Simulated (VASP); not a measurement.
Runs of VASP 6.6.1 on Sc. The structure is that of space group P6_3/mmc (No. 194), or close to it. The cells are those of the table. 

| cell | further INCAR settings | gap on the mesh (eV) | pressure (GPa) |
| --- | --- | --- | --- |
| a = 3.493, b = 3.493, c = 4.727 Å, angles 90.0, 90.0, 120.0°, 2 atoms | ALGO = Fast; EDIFF = 1e-06; NBANDS = 18 | none | (a) |
| a = 3.032, b = 3.032, c = 6.275 Å, angles 90.0, 90.0, 120.0°, 2 atoms | ALGO = Fast; EDIFF = 1e-06; NBANDS = 18 | none | -1.1 |
| a = 3.354, b = 3.354, c = 5.127 Å, angles 90.0, 90.0, 120.0°, 2 atoms | ALGO = Fast; EDIFF = 1e-06; NBANDS = 18 | none | -2.9 |
| a = 3.564, b = 3.564, c = 4.540 Å, angles 90.0, 90.0, 120.0°, 2 atoms | ALGO = Fast; EDIFF = 1e-07; NBANDS = 18 | none | -2.4 |
| a = 3.205, b = 3.205, c = 5.614 Å, angles 90.0, 90.0, 120.0°, 2 atoms | ALGO = Fast; EDIFF = 1e-06; NBANDS = 18 | none | -2.4 |

Alike in all rows: task single point; level PBEsol; potentials or basis VASP PAW PBE potentials, release 64 (Sc_sv); no spin polarisation; k mesh 18 × 18 × 10; cutoff (eV) 520; smearing gaussian 0.15 eV.

Task: Fill in the values left out.

Result: (a) -2.7.

Caveats: the PAW data sets were made with another functional, which shifts forces and pressure a little; the stress differs along the axes, from -6 to 4 GPa (at least some runs); the stress differs along the axes, from -14 to 5 GPa (at least some runs); the stress differs along the axes, from -6 to 6 GPa (at least some runs); the stress differs along the axes, from -7 to 0 GPa (at least some runs).

A gap of «none» marks levels without a gap at the run's occupations.
